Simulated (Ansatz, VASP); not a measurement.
One calculation of Ca2YGaC6N6, two programs

```
Ca Y Ga C N
1.0
     0.00000    5.27600    5.27600
     5.27600    0.00000    5.27600
     5.27600    5.27600    0.00000
Ca Y Ga C N
2 1 1 6 6
Direct
  0.25000 0.25000 0.25000
  0.75000 0.75000 0.75000
  0.50000 0.50000 0.50000
  0.00000 0.00000 0.00000
  0.82032 0.17968 0.17968
  0.17968 0.82032 0.17968
  0.17968 0.17968 0.82032
  0.17968 0.82032 0.82032
  0.82032 0.17968 0.82032
  0.82032 0.82032 0.17968
  0.70944 0.29056 0.29056
  0.29056 0.70944 0.29056
  0.29056 0.29056 0.70944
  0.29056 0.70944 0.70944
  0.70944 0.29056 0.70944
  0.70944 0.70944 0.29056
```

Alike in both runs: task single point; functional PBE; k mesh 4 × 4 × 4; occupations gaussian, width 0.1 eV; collinear spin.

```csv
,VASP,Ansatz
version,VASP 6.6.1,Ansatz 0.2.0
potentials or method,"VASP PAW PBE potentials, release 64 (Ca_sv, Y_sv, Ga_d, C, N), cutoff 520 eV","scalar-relativistic, plane waves, PAW"
valence electrons in the cell,98,98
```

|  | VASP | Ansatz | Ansatz less VASP |
| --- | --- | --- | --- |
| gap on the k mesh at the Fermi level (eV) | none | none | - |
| pressure (GPa) | 14.6 | 14.3 | -0.28 |
| rms of the force components (eV/Å) | 0.536 | 0.590 | +0.0535 |
| net moment per atom (μB) | 0.00 | 0.00 | 0.000 |

Atom by atom the forces differ by 0.209 eV/Å (rms over components). A gap of «none» marks a metal or a gap that the smearing closes. With one functional, cell and mesh, what is left measures potentials, basis and numerics. Ansatz's warnings: seeded moment not kept.

Noted on VASP's run: the standard files for N, O and F lose accuracy on very short bonds.
